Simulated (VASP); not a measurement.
A run of VASP 6.6.1 is set up as follows.

The input INCAR:

```
  ALGO = Normal
  EDIFF = 1E-6
  ENCUT = 520
  GGA = PE
  ISIF = 2
  ISMEAR = 0
  LASPH = True
  LCHARG = True
  LELF = True
  LREAL = False
  LVHAR = True
  LWAVE = False
  NBANDS = 11
  NELM = 100
  PREC = Accurate
  SIGMA = 0.05
```

The input KPOINTS:

```
k-points
0
Gamma
  12 12 12
```

POSCAR

```
C
1.0
    0.0000000000      1.7973739101      1.9321769533
    1.7973739101      0.0000000000      1.9321769533
    1.7973739101      1.7973739101      0.0000000000
C
2
Direct
    0.5000000000      0.5000000000      0.5000000000
    0.7500000000      0.7500000000      0.7500000000
```

Potentials or basis: VASP PAW PBE potentials, release 64 (C).

The run is started by

```sh
$ cat potpaw_PBE.64/C/POTCAR > POTCAR
$ mpirun -np 1 vasp_std > vasp.out
```

(1) What does it give for the band gap on the k mesh?

(2) What does it give for the pressure?

Results:

(1) 3.09 eV, indirect (least direct gap 4.72 eV).

(2) -32.8 GPa.
